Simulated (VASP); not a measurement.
# BeSe3 (P6_3/mmc) in VASP: relaxation of cell and atoms with PBE

Aim: the relaxation of cell and atoms of BeSe3 with PBE.

Everything below comes from runs of VASP 6.6.1. Logs are shortened: lines on timing, memory, paths and dates and some standing lists are left out, and cuts for length are marked.

## Step 1: The cell of the first run

It takes space group P6_3/mmc (No. 194, hexagonal). The conventional cell has a = 11.815 Å, b = 11.815 Å, c = 2.565 Å, α = 90.00°, β = 90.00°, γ = 120.00°. Within 3.2 Å of Be (site symmetry -6m2) lie 6 Se at 2.40 Å and 2 Be at 2.56 Å. Within 3.2 Å of Se (site symmetry mm2) lie 2 Be at 2.40 Å and 2 Se at 2.56 Å.

The cell was generated, and may not be a known phase.

## Step 2: Relaxation of cell and atoms, PBE

INCAR reads:

```
ALGO = Normal
EDIFF = 1E-6
EDIFFG = -0.01
ENCUT = 600
GGA = PE
IBRION = 2
ISIF = 3
ISMEAR = 0
LASPH = T
LCHARG = F
LREAL = F
LWAVE = F
NELM = 80
NSW = 100
PREC = Accurate
SIGMA = 0.1
```

KPOINTS reads:

```
k-points
0
Gamma
  3 3 12
```

POSCAR reads:

```
BeSe3
1.0
   11.8148542284      0.0000000000      0.0000000000
   -5.9074271142     10.2319639038      0.0000000000
    0.0000000000      0.0000000000      2.5646564754
Be Se
2 6
Direct
    0.6666666667      0.3333333333      0.2500000000
    0.3333333333      0.6666666667      0.7500000000
    0.4685119309      0.2342559655      0.7500000000
    0.7657440345      0.2342559655      0.7500000000
    0.7657440345      0.5314880691      0.7500000000
    0.5314880691      0.7657440345      0.2500000000
    0.2342559655      0.7657440345      0.2500000000
    0.2342559655      0.4685119309      0.2500000000
```

Potentials or basis: VASP PAW PBE potentials, release 64 (Be, Se).

Command:

```bash
> cat potpaw_PBE.64/Be/POTCAR potpaw_PBE.64/Se/POTCAR > POTCAR
> mpirun -np 1 vasp_std > vasp.out
```

OUTCAR:

```text
EDIFF = 1E-6
   EDIFFG = -0.01
   ENCUT = 600
   GGA = PE
   IBRION = 2
   ISIF = 3
   ISMEAR = 0
   LASPH = T
   LREAL = F
   NELM = 80
   NSW = 100
   PREC = Accurate

 ion  position               nearest neighbor table
   1  0.667  0.333  0.250-   4 2.40   4 2.40   5 2.40   5 2.40   3 2.40   3 2.40
   2  0.333  0.667  0.750-   7 2.40   7 2.40   8 2.40   8 2.40   6 2.40   6 2.40
   3  0.469  0.234  0.750-   1 2.40   1 2.40
   4  0.766  0.234  0.750-   1 2.40   1 2.40
   5  0.766  0.531  0.750-   1 2.40   1 2.40
   6  0.531  0.766  0.250-   2 2.40   2 2.40
   7  0.234  0.766  0.250-   2 2.40   2 2.40
   8  0.234  0.469  0.250-   2 2.40   2 2.40

  LATTYP: Found a hexagonal cell.
 ALAT       =    11.8148542284
 C/A-ratio  =     0.2170705136

  Lattice vectors:

 A1 = (  11.8148542284,   0.0000000000,   0.0000000000)
 A2 = (  -5.9074271142,  10.2319639038,   0.0000000000)
 A3 = (   0.0000000000,   0.0000000000,   2.5646564754)

Analysis of symmetry for initial positions (statically):
=====================================================================
 Subroutine PRICEL returns:
 Original cell was already a primitive cell.

 Routine SETGRP: Setting up the symmetry group for a
 hexagonal supercell.

 Subroutine GETGRP returns: Found 24 space group operations
 (whereof 12 operations were pure point group operations)
 out of a pool of 24 trial point group operations.

The static configuration has the point symmetry D_3d.
 The point group associated with its full space group is D_6h.

Analysis of symmetry for dynamics (positions and initial velocities):
=====================================================================
 Subroutine PRICEL returns:
 Original cell was already a primitive cell.

 Routine SETGRP: Setting up the symmetry group for a
 hexagonal supercell.

 Subroutine GETGRP returns: Found 24 space group operations
 (whereof 12 operations were pure point group operations)
 out of a pool of 24 trial point group operations.

The dynamic configuration has the point symmetry D_3d.
 The point group associated with its full space group is D_6h.

 Subroutine INISYM returns: Found 24 space group operations
 (whereof 12 operations are pure point group operations),
 and found     1 'primitive' translations

----------------------------------------------------------------------------------------

                                     Primitive cell

  volume of cell :     310.0392

  direct lattice vectors                    reciprocal lattice vectors
    11.814854228  0.000000000  0.000000000     0.084639216  0.048866474  0.000000000
    -5.907427114 10.231963904  0.000000000     0.000000000  0.097732948  0.000000000
     0.000000000  0.000000000  2.564656475     0.000000000  0.000000000  0.389915768

  length of vectors
    11.814854228 11.814854228  2.564656475     0.097732948  0.097732948  0.389915768

  position of ions in fractional coordinates (direct lattice)
     0.666666667  0.333333333  0.250000000
     0.333333333  0.666666667  0.750000000
     0.468511931  0.234255965  0.750000000
     0.765744035  0.234255965  0.750000000
     0.765744035  0.531488069  0.750000000
     0.531488069  0.765744035  0.250000000
     0.234255965  0.765744035  0.250000000
     0.234255965  0.468511931  0.250000000

  ion indices of the primitive-cell ions
   primitive index   ion index
                 1           1
                 2           2
                 3           3
                 4           4
                 5           5
                 6           6
                 7           7
                 8           8

----------------------------------------------------------------------------------------

 KPOINTS: k-points

Automatic generation of k-mesh.
 Grid dimensions read from file:
 generate k-points for:    3    3   12

 Generating k-lattice:

  Cartesian coordinates                     Fractional coordinates (reciprocal lattice)
     0.028213072  0.016288825  0.000000000     0.333333333  0.000000000  0.000000000
     0.000000000  0.032577649  0.000000000     0.000000000  0.333333333  0.000000000
     0.000000000  0.000000000  0.032492981     0.000000000  0.000000000  0.083333333

  Length of vectors
     0.032577649  0.032577649  0.032492981

  Shift w.r.t. Gamma in fractional coordinates (k-lattice)
     0.000000000  0.000000000  0.000000000

 Subroutine IBZKPT returns following result:
 ===========================================

 Found     21 irreducible k-points:

 Following reciprocal coordinates:
            Coordinates               Weight
  0.000000  0.000000  0.000000      1.000000
  0.333333  0.000000  0.000000      6.000000
  0.333333  0.333333  0.000000      2.000000
  0.000000  0.000000  0.083333      2.000000
  0.333333  0.000000  0.083333     12.000000
  0.333333  0.333333  0.083333      4.000000
[... 13 lines left out ...]
  0.333333  0.000000  0.500000      6.000000
  0.333333  0.333333  0.500000      2.000000
   k-points           NKPTS =     21   k-points in BZ     NKDIM =     21   number of bands    NBANDS=     25
   number of dos      NEDOS =    301   number of ions     NIONS =      8
   total plane-waves  NPLWV = 184320
   dimension x,y,z NGX =    96 NGY =   96 NGZ =   20
   dimension x,y,z NGXF=   192 NGYF=  192 NGZF=   40
   ions per type =               2   6
   NGX,Y,Z   is equivalent  to a cutoff of  13.51, 13.51, 12.96 a.u.
   NGXF,Y,Z  is equivalent  to a cutoff of  27.02, 27.02, 25.93 a.u.
 SYSTEM =  unknown system
   PREC   = accura    normal or accurate (medium, high low for compatibility)
   ISTART =      0    job   : 0-new  1-cont  2-samecut
   ICHARG =      2    charge: 1-file 2-atom 10-const
   ISPIN  =      1    spin polarized calculation?
   LNONCOLLINEAR =      F non collinear calculations
   LSORBIT =      F    spin-orbit coupling
   LASPH  =      T    aspherical Exc in radial PAW
   ENCUT  =  600.0 eV  44.10 Ry    6.64 a.u.  23.60 23.60  5.12*2*pi/ulx,y,z
   NELM   =     80;   NELMIN=  2; NELMDL= -5     # of ELM steps
   EDIFF  = 0.1E-05   stopping-criterion for ELM
   LREAL  =      F    real-space projection
   EDIFFG = -.1E-01   stopping-criterion for IOM
   NSW    =    100    number of steps for IOM
   IBRION =      2    ionic relax: 0-MD 1-quasi-New 2-CG
   NFREE  =      1    steps in history (QN), initial steepest desc. (CG)
   ISIF   =      3    stress and relaxation
   ISYM   =      2    0-nonsym 1-usesym 2-fastsym
   POTIM  = 0.5000    time-step for ionic-motion
   TEBEG  =    0.0;   TEEND  =   0.0 temperature during run
   PSTRESS=    0.0 pullay stress
   NELECT =      40.0000    total number of electrons
   NUPDOWN=      -1.0000    fix difference up-down
   EMIN   =  10.00;   EMAX   =-10.00  energy-range for DOS
   EFERMI =   0.00;   METHOD = LEGACY
   ISMEAR =     0;   SIGMA  =   0.10  broadening in eV -4-tet -1-fermi 0-gaus
   EFERMI_NEDOS =   21; number of points for ismear=-14 and -15
   IALGO  =     38    algorithm
   IMIX   =      4    mixing-type and parameters
     AMIX     =   0.40;   BMIX     =  1.00
     AMIX_MAG =   1.60;   BMIX_MAG =  1.00
  volume/ion in A,a.u.               =      38.75       261.53
  Fermi-wavevector in a.u.,A,eV,Ry     =   0.827223  1.563225  9.310440  0.684298
  Thomas-Fermi vector in A             =   1.939390
   LORBIT       =      0    0 simple, 1 ext, 2 COOP (PROOUT), +10 PAW based schemes
   GGA     = PE    functional components
   LHFCALC =     F    Hartree Fock is set to
   AEXX    =    0.0000 exact exchange contribution
   IVDW    =     0    specifies the selected vdW correction
   LEPSILON=     F    determine dielectric tensor
   LRPA    =     F    only Hartree local field effects (RPA)
 conjugate gradient relaxation of ions
 non-spin polarized calculation
 Gauss-broadening in eV      SIGMA  =   0.10
  energy-cutoff  :      600.00
  volume of cell :      310.04
 maximum number of plane-waves:     10426
 NGX is ok and might be reduce to    96
   NGX = 47   NGY = 47   NGZ = 11

--------------------------------------- Ionic step        1  -------------------------------------------

 number of electron      39.9999996 magnetization

 Free energy of the ion-electron system (eV)
  ---------------------------------------------------
  ext. energy  EPLUGINS =         0.00000000
  ---------------------------------------------------
  free energy    TOTEN  =       -28.17687832 eV

  energy without entropy =      -28.16832580  energy(sigma->0) =      -28.17260206

------------------------ aborting loop because EDIFF is reached ----------------------------------------

  FORCE on cell =-STRESS in cart. coord.  units (eV):
  Direction    XX          YY          ZZ          XY          YZ          ZX
  --------------------------------------------------------------------------------------
  -------------------------------------------------------------------------------------
  Total        0.0439055      0.0439055      0.1579028      0.0000000     -0.0000000     -0.0000000
  in kB        0.2268887      0.2268887      0.8159881      0.0000000     -0.0000000     -0.0000000
  external PRESSURE =       0.4232552 kB  Pullay stress =       0.0000000 kB
[... 69 lines left out ...]
  energy  without entropy=      -28.1681607473  energy(sigma->0) =      -28.17252138

--------------------------------------- Ionic step        3  -------------------------------------------

 number of electron      39.9999996 magnetization

 Free energy of the ion-electron system (eV)
  ---------------------------------------------------
  ext. energy  EPLUGINS =         0.00000000
  ---------------------------------------------------
  free energy    TOTEN  =       -28.17692562 eV

  energy without entropy =      -28.16828803  energy(sigma->0) =      -28.17260683

 E-fermi :  -0.5367     XC(G=0):  -6.1684

 val. band max:       -0.5651136409   @ k =   0.0000   0.0000   0.3333
 cond. band min:      -0.4426114317   @ k =   0.3333   0.3333   0.4167
 fundamental gap:      0.1225022093
 Fermi energy:        -0.5366663970

 k-point     1 :       0.0000    0.0000    0.0000
  band No.  band energies     occupation
      1     -15.4216      2.00000
      2     -15.4010      2.00000
      3     -14.7865      2.00000
      4     -14.7865      2.00000
      5     -14.7773      2.00000
      6     -14.7773      2.00000
[... 612 lines left out ...]
  FREE ENERGIE OF THE ION-ELECTRON SYSTEM (eV)
  ---------------------------------------------------
  free  energy   TOTEN  =       -28.1769256189 eV

  energy  without entropy=      -28.1682880332  energy(sigma->0) =      -28.17260683

 reached required accuracy - stopping structural energy minimisation
```

It took 3.8 min on 1 thread of Intel Xeon 6975P-C (Granite Rapids), shared host; peak memory 0.57 GiB.

Results:

* Free energy: -28.1769 eV
* Relaxed volume: 38.78 Å³/atom
* Relaxed cell: a = 11.816 Å, b = 11.816 Å, c = 2.566 Å, α = 90.00°, β = 90.00°, γ = 120.00°
* Space group after relaxing (to 0.1 Å): P6_3/mmc (No. 194)
* Energy gained by relaxing: 0.0 meV/atom
* Ionic steps: 3
* Pressure after relaxing: 0.0 GPa
* Largest force after relaxing: 0.004 eV/Å
* Band gap on the k mesh: zero (bands 20 and 21 overlap by 5.06 eV)

Forces in eV/Å, atoms in the order of the input:
```
Be   0.000  0.000  0.000
Be   0.000  0.000  0.000
Se  -0.003 -0.002  0.000
Se   0.003 -0.002  0.000
Se   0.000  0.004  0.000
Se   0.003  0.002  0.000
Se  -0.003  0.002  0.000
Se   0.000 -0.004  0.000
```

Final structure:
```yaml
crystal:
  lattice:
    - [11.81642, 0.00000, 0.00000]
    - [-5.90821, 10.23332, 0.00000]
    - [0.00000, 0.00000, 2.56588]
  atoms:
    - { symbol: Be, position: [0.66667, 0.33333, 0.25000] }
    - { symbol: Be, position: [0.33333, 0.66667, 0.75000] }
    - { symbol: Se, position: [0.46849, 0.23425, 0.75000] }
    - { symbol: Se, position: [0.76575, 0.23425, 0.75000] }
    - { symbol: Se, position: [0.76575, 0.53151, 0.75000] }
    - { symbol: Se, position: [0.53151, 0.76575, 0.25000] }
    - { symbol: Se, position: [0.23425, 0.76575, 0.25000] }
    - { symbol: Se, position: [0.23425, 0.46849, 0.25000] }
```

Caveat: this functional lacks dispersion, which binds layers or chains, so the pressure and a relaxed spacing across them are unreliable.

The gap in the log of VASP goes by the Fermi energy; the results here count the filled bands.